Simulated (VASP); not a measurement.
# Bi2Se3 (P-1) in VASP: a series of runs

Runs on Bi2Se3. Level: PBE. Tasks: single point.

Program: VASP 6.6.1. These are calculated values, not measurements. Logs are shortened: lines on timing, memory, paths and dates and some standing lists are left out, and cuts for length are marked.

## Step 1: The cell of the first run

The typed cell holds 5 atoms: a = 10.710 Å, b = 10.710 Å, c = 10.710 Å, α = 22.55°, β = 22.55°, γ = 22.55°.

## Step 2: Single point, PBE (atoms displaced along a vibrational mode)

File INCAR:

```
SYSTEM = Bi2Se3
ALGO = Normal ; EDIFF = 1E-7
ENCUT = 520 ; GGA = PE
ISIF = 2 ; ISMEAR = 0
LASPH = .TRUE. ; LCHARG = .FALSE.
LREAL = .FALSE. ; LWAVE = .FALSE.
NBANDS = 32 ; NELM = 100
PREC = Accurate ; SIGMA = 0.05
```

File KPOINTS:

```
k-points
0
G
  6 6 6
  0 0 0
```

File POSCAR:

```
Bi2Se3
1.0
    2.0936564891      1.2087731376     10.4340296434
   -2.0936564891      1.2087731376     10.4340296434
    0.0000000000     -2.4175462751     10.4340296434
Bi Se
2 3
Direct
    0.4002108677      0.3943571327      0.3922145170
    0.5997891323      0.6056428673      0.6077854830
    0.0000000000      0.0000000000      0.0000000000
    0.2370123743      0.2167481107      0.2093308755
    0.7629876257      0.7832518893      0.7906691245
```

Potentials or basis: VASP PAW PBE potentials, release 64 (Bi_d, Se).

On the command line:

```sh
$ cat potpaw_PBE.64/Bi_d/POTCAR potpaw_PBE.64/Se/POTCAR > POTCAR
$ mpirun -np 1 vasp_std > vasp.out
```

OUTCAR:

```text
SYSTEM = Bi2Se3
   EDIFF = 1E-7
   ENCUT = 520
   GGA = PE
   ISIF = 2
   ISMEAR = 0
   LASPH = .TRUE.
   LREAL = .FALSE.
   NELM = 100
   PREC = Accurate

 ion  position               nearest neighbor table
   1  0.400  0.394  0.392-   5 2.84   5 2.86   5 2.94   3 3.09   3 3.11   3 3.11
   2  0.600  0.606  0.608-   4 2.84   4 2.86   4 2.94   3 3.09   3 3.11   3 3.11
   3  0.000  0.000  0.000-   2 3.09   1 3.09   1 3.11   2 3.11   2 3.11   1 3.11
   4  0.237  0.217  0.209-   2 2.84   2 2.86   2 2.94
   5  0.763  0.783  0.791-   1 2.84   1 2.86   1 2.94

  LATTYP: Found a trigonal (rhomboedric) cell.
 ALAT       =    10.7104390476
 COS(alpha) =     0.9235766092

  Lattice vectors:

 A1 = (   2.0936564891,   1.2087731376,  10.4340296434)
 A2 = (  -2.0936564891,   1.2087731376,  10.4340296434)
 A3 = (   0.0000000000,  -2.4175462751,  10.4340296434)

Analysis of symmetry for initial positions (statically):
=====================================================================
 Subroutine PRICEL returns:
 Original cell was already a primitive cell.

 Routine SETGRP: Setting up the symmetry group for a
 trigonal (rhombohedral) supercell.

 Subroutine GETGRP returns: Found  2 space group operations
 (whereof  2 operations were pure point group operations)
 out of a pool of 12 trial point group operations.

The static configuration has the point symmetry S_2 .

Analysis of symmetry for dynamics (positions and initial velocities):
=====================================================================
 Subroutine PRICEL returns:
 Original cell was already a primitive cell.

 Routine SETGRP: Setting up the symmetry group for a
 trigonal (rhombohedral) supercell.

 Subroutine GETGRP returns: Found  2 space group operations
 (whereof  2 operations were pure point group operations)
 out of a pool of 12 trial point group operations.

The dynamic configuration has the point symmetry S_2 .

 Subroutine INISYM returns: Found  2 space group operations
 (whereof  2 operations are pure point group operations),
 and found     1 'primitive' translations

----------------------------------------------------------------------------------------

                                     Primitive cell

  volume of cell :     158.4359

  direct lattice vectors                    reciprocal lattice vectors
     2.093656489  1.208773138 10.434029643     0.238816636  0.137880849  0.031946750
[... 92 lines left out ...]
   EDIFF  = 0.1E-06   stopping-criterion for ELM
   LREAL  =      F    real-space projection
   EDIFFG = 0.1E-05   stopping-criterion for IOM
   NSW    =      0    number of steps for IOM
   IBRION =     -1    ionic relax: 0-MD 1-quasi-New 2-CG
   NFREE  =      0    steps in history (QN), initial steepest desc. (CG)
   ISIF   =      2    stress and relaxation
   ISYM   =      2    0-nonsym 1-usesym 2-fastsym
   POTIM  = 0.5000    time-step for ionic-motion
   TEBEG  =    0.0;   TEEND  =   0.0 temperature during run
   PSTRESS=    0.0 pullay stress
   NELECT =      48.0000    total number of electrons
   NUPDOWN=      -1.0000    fix difference up-down
   EMIN   =  10.00;   EMAX   =-10.00  energy-range for DOS
   EFERMI =   0.00;   METHOD = LEGACY
   ISMEAR =     0;   SIGMA  =   0.05  broadening in eV -4-tet -1-fermi 0-gaus
   EFERMI_NEDOS =   21; number of points for ismear=-14 and -15
   IALGO  =     38    algorithm
   IMIX   =      4    mixing-type and parameters
     AMIX     =   0.40;   BMIX     =  1.00
     AMIX_MAG =   1.60;   BMIX_MAG =  1.00
  volume/ion in A,a.u.               =      31.69       213.84
  Fermi-wavevector in a.u.,A,eV,Ry     =   1.099522  2.077796 16.448755  1.208949
  Thomas-Fermi vector in A             =   2.235918
   LORBIT       =      0    0 simple, 1 ext, 2 COOP (PROOUT), +10 PAW based schemes
   GGA     = PE    functional components
   LHFCALC =     F    Hartree Fock is set to
   AEXX    =    0.0000 exact exchange contribution
   IVDW    =     0    specifies the selected vdW correction
   LEPSILON=     F    determine dielectric tensor
   LRPA    =     F    only Hartree local field effects (RPA)
 non-spin polarized calculation
 Gauss-broadening in eV      SIGMA  =   0.05
  energy-cutoff  :      520.00
  volume of cell :      158.44
 maximum number of plane-waves:      4296
   NGX = 39   NGY = 39   NGZ = 39

 number of electron      47.9999997 magnetization

 Free energy of the ion-electron system (eV)
  ---------------------------------------------------
  ext. energy  EPLUGINS =         0.00000000
  ---------------------------------------------------
  free energy    TOTEN  =       -20.21584911 eV

  energy without entropy =      -20.21584911  energy(sigma->0) =      -20.21584911

 E-fermi :   3.6158     XC(G=0):  -8.8817

 val. band max:        3.4010065484   @ k =   0.5000   0.5000   0.3333
 cond. band min:       4.0754946028   @ k =   0.0000   0.0000   0.0000
 fundamental gap:      0.6744880544
 Fermi energy:         3.6158472628

 k-point     1 :       0.0000    0.0000    0.0000
  band No.  band energies     occupation
      1     -19.2913      2.00000
      2     -19.2906      2.00000
      3     -19.2882      2.00000
      4     -19.2874      2.00000
      5     -19.2825      2.00000
      6     -19.2813      2.00000
[... 829 lines left out ...]
     31       8.8388      0.00000
     32      10.0107      0.00000

 [... further k-points ...]

------------------------ aborting loop because EDIFF is reached ----------------------------------------

  FORCE on cell =-STRESS in cart. coord.  units (eV):
  Direction    XX          YY          ZZ          XY          YZ          ZX
  --------------------------------------------------------------------------------------
  -------------------------------------------------------------------------------------
  Total       -0.2782981      0.4038304      0.0983612     -0.3229985      0.7757145      0.7144819
  in kB       -2.8142802      4.0837206      0.9946743     -3.2663110      7.8443861      7.2251730
  external PRESSURE =       0.7547049 kB  Pullay stress =       0.0000000 kB

 VOLUME and BASIS-vectors are now :
 -----------------------------------------------------------------------------
  energy-cutoff  :      520.00
  volume of cell :      158.44
      direct lattice vectors                 reciprocal lattice vectors
     2.093656489  1.208773138 10.434029643     0.238816636  0.137880849  0.031946750
    -2.093656489  1.208773138 10.434029643    -0.238816636  0.137880849  0.031946750
     0.000000000 -2.417546275 10.434029643     0.000000000 -0.275761698  0.031946750

 POSITION                                       TOTAL-FORCE (eV/Angst)
 -----------------------------------------------------------------------------------
      0.01226      0.01226     12.38292        -0.137338     -0.151715     -0.030135
     -0.01226     -0.01226     18.91916         0.137338      0.151715      0.030135
      0.00000      0.00000      0.00000         0.000000      0.000000     -0.000000
      0.04243      0.04243      6.91871        -0.181136     -0.197725     -0.033042
     -0.04243     -0.04243     24.38337         0.181136      0.197725      0.033042
 -----------------------------------------------------------------------------------
    total drift:                                0.000000     -0.000000     -0.000000

  FREE ENERGIE OF THE ION-ELECTRON SYSTEM (eV)
  ---------------------------------------------------
  free  energy   TOTEN  =       -20.2158491098 eV

  energy  without entropy=      -20.2158491098  energy(sigma->0) =      -20.21584911
```

OSZICAR:

```text
N       E                     dE             d eps       ncg     rms          rms(c)
DAV:   1     0.460661188264E+03    0.46066E+03   -0.22654E+04  7168   0.151E+03
DAV:   2     0.327537890772E+02   -0.42791E+03   -0.41061E+03  7432   0.394E+02
DAV:   3    -0.189326304880E+02   -0.51686E+02   -0.49344E+02  9528   0.147E+02
DAV:   4    -0.210254781276E+02   -0.20928E+01   -0.20860E+01  7840   0.314E+01
DAV:   5    -0.211009911145E+02   -0.75513E-01   -0.75503E-01 10432   0.612E+00    0.502E+00
DAV:   6    -0.201968544244E+02    0.90414E+00   -0.12208E+00 10016   0.767E+00    0.302E+00
DAV:   7    -0.202073860405E+02   -0.10532E-01   -0.38697E-01  8000   0.256E+00    0.163E+00
DAV:   8    -0.202145276842E+02   -0.71416E-02   -0.43149E-02  8600   0.116E+00    0.535E-01
DAV:   9    -0.202155424788E+02   -0.10148E-02   -0.20321E-03  9736   0.433E-01    0.136E-01
DAV:  10    -0.202157530959E+02   -0.21062E-03   -0.11141E-03  8288   0.169E-01    0.587E-02
DAV:  11    -0.202158103074E+02   -0.57212E-04   -0.12846E-04  8184   0.737E-02    0.340E-02
DAV:  12    -0.202158479147E+02   -0.37607E-04   -0.60339E-05  7744   0.372E-02    0.721E-03
DAV:  13    -0.202158491673E+02   -0.12525E-05   -0.33322E-06 10480   0.154E-02    0.434E-03
DAV:  14    -0.202158490233E+02    0.14399E-06   -0.91643E-07  7096   0.597E-03    0.230E-03
DAV:  15    -0.202158491098E+02   -0.86503E-07   -0.85492E-08  5808   0.203E-03
   1 F= -.20215849E+02 E0= -.20215849E+02  d E =-.292115E-11
```

stdout:

```text
POSCAR found type information on POSCAR BiSe
 POSCAR found :  2 types and       5 ions
 scaLAPACK will be used
 LDA part: xc-table for (Slater+PW92), standard interpolation
 POSCAR, INCAR and KPOINTS ok, starting setup
 FFT: planning ... GRIDC
 FFT: planning ... GRID_SOFT
 FFT: planning ... GRID
 WAVECAR not read
 entering main loop
```

Wall time 57 min (1 thread of Intel Xeon Platinum 8259CL at 2.50GHz (Skylake/Cascade Lake), shared host); peak memory 1.2 GiB.

Results:

- Free energy: -20.2158 eV
- Pressure: 0.1 GPa
- Largest force: 0.270 eV/Å
- Band gap on the k mesh: 0.67 eV (least direct gap 0.71 eV)

Forces in eV/Å, atoms in the order of the input:
```
Bi  -0.137 -0.152 -0.030
Bi   0.137  0.152  0.030
Se   0.000  0.000  0.000
Se  -0.181 -0.198 -0.033
Se   0.181  0.198  0.033
```

Caveat: the cell differs from its parent crystal (atoms displaced along a vibrational mode); spin-orbit coupling is left out, which moves the levels of the heavy elements. A k mesh can miss the band edges.

## Step 3: Single point, PBE (atoms displaced along a vibrational mode)

File INCAR:

```
PREC = Accurate
ENCUT = 520
EDIFF = 1E-7
ISMEAR = 0
SIGMA = 0.05
LREAL = F
LASPH = T
NELM = 100
ALGO = Normal
ISIF = 2
LWAVE = F
LCHARG = T
GGA = PE
LELF = T
LVHAR = T
NBANDS = 32
```

File KPOINTS:

```
regular mesh
0
Gamma
  6 6 6
```

File POSCAR:

```
Bi2Se3
1.0
    2.0936564891      1.2087731376     10.4340296434
   -2.0936564891      1.2087731376     10.4340296434
    0.0000000000     -2.4175462751     10.4340296434
Bi Se
2 3
Direct
    0.3909774773      0.3968312123      0.3989738280
    0.6090225227      0.6031687877      0.6010261720
    0.0000000000      0.0000000000      0.0000000000
    0.2050485327      0.2253127963      0.2327300315
    0.7949514673      0.7746872037      0.7672699685
```

Potentials or basis: VASP PAW PBE potentials, release 64 (Bi_d, Se).

On the command line:

```sh
$ cat potpaw_PBE.64/Bi_d/POTCAR potpaw_PBE.64/Se/POTCAR > POTCAR
$ mpirun -np 1 vasp_std > vasp.out
```

Wall time 46 min (1 thread of Intel Xeon Platinum 8259CL at 2.50GHz (Skylake/Cascade Lake), shared host); peak memory 1.2 GiB.

Results (log left out):

| Quantity | Value |
| --- | --- |
| Free energy | -20.2147 eV |
| Pressure | 0.1 GPa |
| Largest force | 0.294 eV/Å |
| Band gap on the k mesh | 0.67 eV (least direct gap 0.71 eV) |

Forces in eV/Å, atoms in the order of the input:
```
Bi   0.166  0.152 -0.032
Bi  -0.166 -0.152  0.032
Se   0.000  0.000  0.000
Se   0.214  0.198 -0.035
Se  -0.214 -0.198  0.035
```

Stress tensor (GPa, compression positive):
```
 0.41  0.36 -0.85
 0.36 -0.28 -0.78
-0.85 -0.78  0.10
```

Levels at points of the mesh, in eV from the valence-band top:
| k point | band 22 | band 23 | band 24 | band 25 | band 26 | band 27 |
| --- | --- | --- | --- | --- | --- | --- |
| (0.00, 0.00, 0.00) | -0.75 | -0.72 | -0.04 | 0.67 | 1.81 | 2.11 |
| (0.50, 0.00, 0.00) | -1.17 | -0.83 | -0.48 | 1.43 | 2.55 | 3.28 |
| (0.00, 0.50, 0.00) | -1.29 | -0.85 | -0.45 | 1.35 | 2.63 | 3.08 |
| (0.00, 0.00, 0.50) | -1.32 | -0.85 | -0.45 | 1.35 | 2.63 | 3.00 |
| (0.50, 0.50, 0.00) | -1.07 | -0.95 | -0.83 | 1.57 | 2.38 | 2.86 |
| (0.50, 0.00, 0.50) | -1.10 | -0.94 | -0.80 | 1.61 | 2.44 | 2.87 |
| (0.00, 0.50, 0.50) | -1.13 | -0.94 | -0.71 | 1.80 | 2.63 | 2.77 |
| (0.50, 0.50, 0.50) | -0.78 | -0.77 | -0.29 | 0.80 | 1.88 | 2.19 |

Caveat: the cell differs from its parent crystal (atoms displaced along a vibrational mode); spin-orbit coupling is left out, which moves the levels of the heavy elements. A k mesh can miss the band edges.
